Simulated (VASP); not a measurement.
# SiSe (P-6m2) in VASP: further runs, part 2 of 2

VASP 6.6.1.

## (3) Single point, PBE (19.74 Å³/atom)

This run uses another cell than the first one, of 19.74 Å³/atom.

Input file INCAR:

```
SYSTEM = SiSe
ALGO = Normal
EDIFF = 1E-6
ENCUT = 520
GGA = PE
ISIF = 2
ISMEAR = -1
LASPH = .TRUE.
LCHARG = .TRUE.
LELF = .TRUE.
LREAL = .FALSE.
LVHAR = .TRUE.
LWAVE = .FALSE.
NBANDS = 12
NELM = 60
PREC = Accurate
SIGMA = 0.05
```

Input file KPOINTS:

```
k-points
0
G
  9 9 7
  0 0 0
```

Input file POSCAR:

```
SiSe
1.0
    3.5710704139      0.0000000000      0.0000000000
   -1.7855352070      3.0926331959      0.0000000000
    0.0000000000      0.0000000000      3.5745767219
Si Se
1 1
Direct
    0.6666700000      0.3333300000      0.5000000000
    0.0000000000      0.0000000000      0.0000000000
```

Potentials or basis: VASP PAW PBE potentials, release 64 (Si, Se).

Command:

```sh
cat potpaw_PBE.64/Si/POTCAR potpaw_PBE.64/Se/POTCAR > POTCAR
mpirun -np 1 vasp_std > vasp.out
```

OUTCAR:

```text
SYSTEM = SiSe
   EDIFF = 1E-6
   ENCUT = 520
   GGA = PE
   ISIF = 2
   ISMEAR = -1
   LASPH = .TRUE.
   LREAL = .FALSE.
   NELM = 60
   PREC = Accurate

 ion  position               nearest neighbor table
   1  0.667  0.333  0.500-   2 2.73   2 2.73   2 2.73   2 2.73   2 2.73   2 2.73
   2  0.000  0.000  0.000-   1 2.73   1 2.73   1 2.73   1 2.73   1 2.73   1 2.73

  LATTYP: Found a hexagonal cell.
 ALAT       =     3.5710704139
 C/A-ratio  =     1.0009818647

  Lattice vectors:

 A1 = (   3.5710704139,   0.0000000000,   0.0000000000)
 A2 = (  -1.7855352070,   3.0926331959,   0.0000000000)
 A3 = (   0.0000000000,   0.0000000000,   3.5745767219)

Analysis of symmetry for initial positions (statically):
=====================================================================
 Subroutine PRICEL returns:
 Original cell was already a primitive cell.

 Routine SETGRP: Setting up the symmetry group for a
 hexagonal supercell.

 Subroutine GETGRP returns: Found  4 space group operations
 (whereof  4 operations were pure point group operations)
 out of a pool of 24 trial point group operations.

The static configuration has the point symmetry C_2v.

[... 172 lines left out ...]
      5       4.5722      2.00000
      6       9.2850      0.00000
      7       9.2851      0.00000
      8       9.8178      0.00000
      9      13.2875      0.00000
     10      14.4373      0.00000
     11      17.1181      0.00000
     12      17.1182      0.00000
[... 331 lines left out ...]
 k-point    24 :       0.4444    0.3333    0.0000
  band No.  band energies     occupation
      1      -7.3007      2.00000
      2      -2.2619      2.00000
      3       0.9187      2.00000
      4       4.5939      2.00000
      5       6.6561      0.04926
      6       8.2977      0.00000
      7       8.4343      0.00000
      8      10.4076      0.00000
      9      12.3836      0.00000
     10      13.5935      0.00000
     11      14.7504      0.00000
     12      17.3627      0.00000

 [... further k-points ...]

------------------------ aborting loop because EDIFF is reached ----------------------------------------

  FORCE on cell =-STRESS in cart. coord.  units (eV):
  Direction    XX          YY          ZZ          XY          YZ          ZX
  --------------------------------------------------------------------------------------
  -------------------------------------------------------------------------------------
  Total        0.2708166      0.2708101      0.6057163     -0.0000049      0.0000000      0.0000000
  in kB       10.9909293     10.9906668     24.5826330     -0.0001997      0.0000000      0.0000000
  external PRESSURE =      15.5214097 kB  Pullay stress =       0.0000000 kB

 VOLUME and BASIS-vectors are now :
 -----------------------------------------------------------------------------
  energy-cutoff  :      520.00
  volume of cell :       39.48
      direct lattice vectors                 reciprocal lattice vectors
     3.571070414  0.000000000  0.000000000     0.280028082  0.161674524  0.000000000
    -1.785535207  3.092633196  0.000000000     0.000000000  0.323349048  0.000000000
     0.000000000  0.000000000  3.574576722     0.000000000  0.000000000  0.279753402

 POSITION                                       TOTAL-FORCE (eV/Angst)
 -----------------------------------------------------------------------------------
      1.78555      1.03087      1.78729        -0.000024      0.000014      0.000000
      0.00000      0.00000      0.00000         0.000024     -0.000014      0.000000
 -----------------------------------------------------------------------------------
    total drift:                                0.000005      0.000007     -0.000000

  FREE ENERGIE OF THE ION-ELECTRON SYSTEM (eV)
  ---------------------------------------------------
  free  energy   TOTEN  =        -8.4040770111 eV

  energy  without entropy=       -8.3954327715  energy(sigma->0) =       -8.39975489
```

OSZICAR:

```text
N       E                     dE             d eps       ncg     rms          rms(c)
DAV:   1     0.177972859770E+02    0.17797E+02   -0.43380E+03  2400   0.709E+02
DAV:   2    -0.731446012736E+01   -0.25112E+02   -0.24032E+02  3128   0.106E+02
DAV:   3    -0.843078335055E+01   -0.11163E+01   -0.11051E+01  3100   0.187E+01
DAV:   4    -0.843625451882E+01   -0.54712E-02   -0.54704E-02  2760   0.167E+00
DAV:   5    -0.843628924488E+01   -0.34726E-04   -0.34726E-04  3040   0.135E-01    0.412E+00
DAV:   6    -0.840478561220E+01    0.31504E-01   -0.10175E-01  2752   0.116E+00    0.251E+00
DAV:   7    -0.840394513241E+01    0.84048E-03   -0.16148E-02  3000   0.644E-01    0.712E-01
DAV:   8    -0.840401336168E+01   -0.68229E-04   -0.21833E-03  2796   0.227E-01    0.719E-02
DAV:   9    -0.840407511019E+01   -0.61749E-04   -0.20897E-04  2948   0.853E-02    0.476E-02
DAV:  10    -0.840407670283E+01   -0.15926E-05   -0.31446E-05  2844   0.289E-02    0.159E-02
DAV:  11    -0.840407701105E+01   -0.30822E-06   -0.12292E-06  2052   0.731E-03
   1 F= -.84040770E+01 E0= -.83997549E+01  d E =-.864424E-02
```

stdout:

```text
POSCAR found type information on POSCAR SiSe
 POSCAR found :  2 types and       2 ions
 scaLAPACK will be used
 LDA part: xc-table for (Slater+PW92), standard interpolation
 POSCAR, INCAR and KPOINTS ok, starting setup
 FFT: planning ... GRIDC
 FFT: planning ... GRID_SOFT
 FFT: planning ... GRID
 WAVECAR not read
 entering main loop
```

Run time: 67 s. Hardware: 1 thread of AMD EPYC 7R13, shared host; peak memory 0.16 GiB.

What came out:

* Free energy: -8.4041 eV
* Pressure: 1.6 GPa
* Band gap on the k mesh: zero (bands 5 and 6 overlap by 3.03 eV)

Levels at points of the mesh, in eV from the Fermi level:
| k point | band 2 | band 3 | band 4 | band 5 | band 6 | band 7 | band 8 | band 9 |
| --- | --- | --- | --- | --- | --- | --- | --- | --- |
| (0.00, 0.00, 0.00) | -4.72 | -3.85 | -1.90 | -1.90 | 2.81 | 2.81 | 3.35 | 6.82 |

## (4) Single point, PBE (20.14 Å³/atom)

This run uses another cell than the first one, of 20.14 Å³/atom.

Input file INCAR:

```
SYSTEM = SiSe
ALGO = Normal
EDIFF = 1E-6
ENCUT = 520
GGA = PE
ISIF = 2
ISMEAR = -1
LASPH = .True.
LCHARG = .False.
LREAL = .False.
LWAVE = .False.
NBANDS = 12
NELM = 100
PREC = Accurate
SIGMA = 0.05
```

Input file KPOINTS:

```
k-points
0
Gamma
  9 9 7
  0 0 0
```

Input file POSCAR:

```
SiSe
1.0
    3.5952000000      0.0000000000      0.0000000000
   -1.7976000000      3.1135300000      0.0000000000
    0.0000000000      0.0000000000      3.5987300000
Si Se
1 1
Direct
    0.6666700000      0.3333300000      0.5000000000
    0.0000000000      0.0000000000      0.0000000000
```

Command:

```sh
cat potpaw_PBE.64/Si/POTCAR potpaw_PBE.64/Se/POTCAR > POTCAR
mpirun -np 1 vasp_std > vasp.out
```

It took 58 s on 1 thread of AMD EPYC 7R13, shared host; peak memory 0.16 GiB.

It converged, with:

```yaml
Free_energy: -8.4090 eV
Pressure: 0.4 GPa
Band_gap_on_the_k_mesh: zero (bands 5 and 6 overlap by 2.91 eV)
```

Stress tensor (GPa, compression positive):
```
0.14 0.00 0.00
0.00 0.14 0.00
0.00 0.00 0.93
```

Levels at points of the mesh, in eV from the Fermi level:
```tsv
k point	band 3	band 4	band 5	band 6	band 7	band 8
(0.00, 0.00, 0.00)	-3.76	-1.85	-1.85	2.80	2.80	3.42
```

## (5) The runs side by side

```csv
cell,gap on the mesh (eV),pressure (GPa)
"a = 3.547, b = 3.547, c = 3.550 Å, angles 90.0, 90.0, 120.0°, 2 atoms",none,2.8
"a = 3.571, b = 3.571, c = 3.575 Å, angles 90.0, 90.0, 120.0°, 2 atoms",none,1.6
"a = 3.595, b = 3.595, c = 3.599 Å, angles 90.0, 90.0, 120.0°, 2 atoms",none,0.4
```

Alike in all rows: task single point; level PBE; potentials or basis VASP PAW PBE potentials, release 64 (Si, Se); no spin polarisation; k mesh 9 × 9 × 7; cutoff (eV) 520; smearing fermi-dirac 0.05 eV.

Total energies depend on the potentials used, so only differences within one code and one set of settings carry meaning.
